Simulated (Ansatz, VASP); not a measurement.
# H in VASP and in Ansatz

```
CELL_PARAMETERS angstrom
1.59698 -2.64627 0.00000
1.59698 2.64627 0.00000
0.00000 0.00000 6.72797
ATOMIC_POSITIONS crystal
H 0.56781 0.43219 0.99951
H 0.43219 0.56781 0.00049
H 0.43219 0.56781 0.49951
H 0.56781 0.43219 0.50049
```

Alike in both runs: task single point; functional LDA; k mesh 10 × 10 × 4; occupations gaussian, width 0.05 eV; no spin polarisation.

|  | VASP | Ansatz |
| --- | --- | --- |
| version | VASP 6.6.1 | Ansatz 0.2.0 |
| potentials or method | VASP PAW LDA potentials, release 64 (H), cutoff 520 eV | scalar-relativistic, plane waves, PAW |
| valence electrons in the cell | 4 | 4 |

|  | VASP | Ansatz | Ansatz less VASP |
| --- | --- | --- | --- |
| gap on the k mesh at the Fermi level (eV) | 8.20 | 8.21 | +0.005 |
| least direct gap on the mesh (eV) | 8.23 | 8.23 | +0.006 |
| pressure (GPa) | 2.0 | 2.2 | +0.16 |
| traceless stress, the component that is largest in VASP (GPa) | 5.01 | 5.02 | +0.010 |
| rms of the force components (eV/Å) | 1.110 | 1.107 | -0.0034 |

LDA's correlation is that of Perdew and Zunger in VASP and of Perdew and Wang (1992) in Ansatz. Atom by atom the forces differ by 0.003 eV/Å (rms over components).
